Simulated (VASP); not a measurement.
Here is a VASP 6.6.1 calculation.

File POSCAR:

```
Co
1.0
    2.5074000000      0.0000000000      0.0000000000
   -1.2537000000      2.1714720974      0.0000000000
    0.0000000000      0.0000000000      4.0699000000
Co
2
Direct
    0.3333333333      0.6666666667      0.2500000000
    0.6666666667      0.3333333333      0.7500000000
```

Contents of INCAR.step1:

```
  PREC = Accurate
  ENCUT = 520
  EDIFF = 1E-6
  ISMEAR = -1
  SIGMA = 0.08
  LREAL = False
  LASPH = True
  NELM = 200
  ALGO = Normal
  ISIF = 2
  LWAVE = False
  LCHARG = True
  ISPIN = 2
  MAGMOM = 1.7 1.7
  LMAXMIX = 4
  GGA = PE
  NBANDS = 20
  GGA_COMPAT = False
  NEDOS = 2001
  LORBIT = 11
```

The input KPOINTS.step1:

```
regular mesh
0
Gamma
  15 15 8
```

The input INCAR.step2:

```
  PREC = Accurate
  ENCUT = 520
  EDIFF = 1E-6
  ISMEAR = -5
  SIGMA = 0.08
  LREAL = False
  LASPH = True
  NELM = 200
  ALGO = Normal
  ISIF = 2
  LWAVE = False
  LCHARG = False
  ISPIN = 2
  MAGMOM = 1.7 1.7
  LORBIT = 10
  LMAXMIX = 4
  GGA = PE
  NBANDS = 20
  NEDOS = 1001
  ICHARG = 11
  GGA_COMPAT = False
```

File KPOINTS.step2:

```
regular mesh
0
Gamma
  23 23 12
```

Potentials or basis: VASP PAW PBE potentials, release 64 (Co).

Command:

```console
$ cat potpaw_PBE.64/Co/POTCAR > POTCAR
$ cp INCAR.step1 INCAR
$ cp KPOINTS.step1 KPOINTS
$ mpirun -np 1 vasp_std > vasp.out
$ cp INCAR.step2 INCAR
$ cp KPOINTS.step2 KPOINTS
$ mpirun -np 1 vasp_std > vasp.out
```

**Question.** Estimate the site moments.

**Answer.** Co +1.64 μB.

**Question.** Estimate the net moment.

**Answer.** 3.26 μB per cell.
